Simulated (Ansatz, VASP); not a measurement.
**One calculation of Ru, two programs**

```xyz
2
Lattice="0.0000 2.7438 2.7438 2.7438 0.0000 2.7438 2.7438 2.7438 0.0000" Properties=species:S:1:pos:R:3 pbc="T T T"
Ru    0.6859    0.6859    0.6859
Ru    4.8016    4.8016    4.8016
```

Alike in both runs: functional RPBE; k mesh 10 × 10 × 10; occupations fermi-dirac, width 0.1 eV; no spin polarisation.

Ansatz relaxed the structure, and its values are those at the end. VASP's run is a single point on that final structure, the one shown.

|  | VASP | Ansatz |
| --- | --- | --- |
| version | VASP 6.6.1 | Ansatz 0.2.0 |
| potentials or method | VASP PAW PBE potentials, release 64 (Ru_pv), cutoff 520 eV | plane waves (420 eV) with PAW, scalar-relativistic |
| valence electrons in the cell | 28 | 32 |

Ansatz gave:

```
pressure (GPa) : 0.0
```

Q: Estimate VASP's values.

A: Pressure (GPa): 0.3.

VASP's potentials were made for PBE, not for RPBE. The functional is the same, so the differences come from potentials, cutoffs and numerics. VASP's potentials hold 28 valence electrons a cell and Ansatz's 32, so a difference there can come from the potentials and not from the codes.
